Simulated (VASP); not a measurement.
# NbAs: single point with PBE

Crystal: NbAs.

```
Nb As
1.0
     3.47348    0.00000    0.00000
     0.00000    3.47348    0.00000
     0.00000    0.00000   11.74916
Nb As
4 4
Direct
  0.50000 0.50000 0.99890
  0.50000 0.00000 0.24890
  0.00000 0.00000 0.49890
  0.00000 0.50000 0.74890
  0.00000 0.00000 0.91710
  0.00000 0.50000 0.16710
  0.50000 0.50000 0.41710
  0.50000 0.00000 0.66710
```

| Property | Result |
| --- | --- |
| Program | VASP 6.6.1 |
| Task | single point |
| Functional | PBE |
| Potentials or basis | VASP PAW PBE potentials, release 64 (Nb_sv, As) |
| Cutoff | 520 eV |
| k mesh | 10 × 10 × 4 |
| Occupations | gaussian, width 0.1 eV |
| Spin | no spin polarisation |
| Dipole correction | no |
| Further INCAR settings | ALGO = Normal; EDIFF = 1e-07; NBANDS = 46 |

The pressure is 0.1 GPa and the band gap on the k mesh is zero (band 36 reaches 9.43 eV, above the bottom of band 37 at 9.41 eV).

Stress tensor (GPa, compression positive):
```
0.03 0.00 0.00
0.00 0.03 0.00
0.00 0.00 0.11
```

Levels at points of the mesh, in eV from the Fermi level:
| k point | band 34 | band 35 | band 36 | band 37 | band 38 | band 39 |
| --- | --- | --- | --- | --- | --- | --- |
| (0.00, 0.00, 0.00) | -1.35 | -0.54 | -0.54 | 0.68 | 0.95 | 0.95 |
| (0.50, 0.00, 0.00) | -1.38 | -0.04 | -0.04 | 0.02 | 0.02 | 1.32 |
| (0.50, 0.50, 0.00) | -0.59 | -0.59 | -0.59 | 2.35 | 2.35 | 2.35 |
| (0.00, 0.00, 0.50) | -0.93 | -0.93 | -0.93 | 0.76 | 0.76 | 1.15 |
| (0.50, 0.00, 0.50) | -1.35 | -0.07 | -0.07 | 0.06 | 0.06 | 1.17 |
| (0.50, 0.50, 0.50) | -0.58 | -0.58 | -0.58 | 2.37 | 2.37 | 2.37 |

Wall time 8.5 min on 1 thread of Intel Xeon 6975P-C (shared host), peak memory 0.46 GiB.
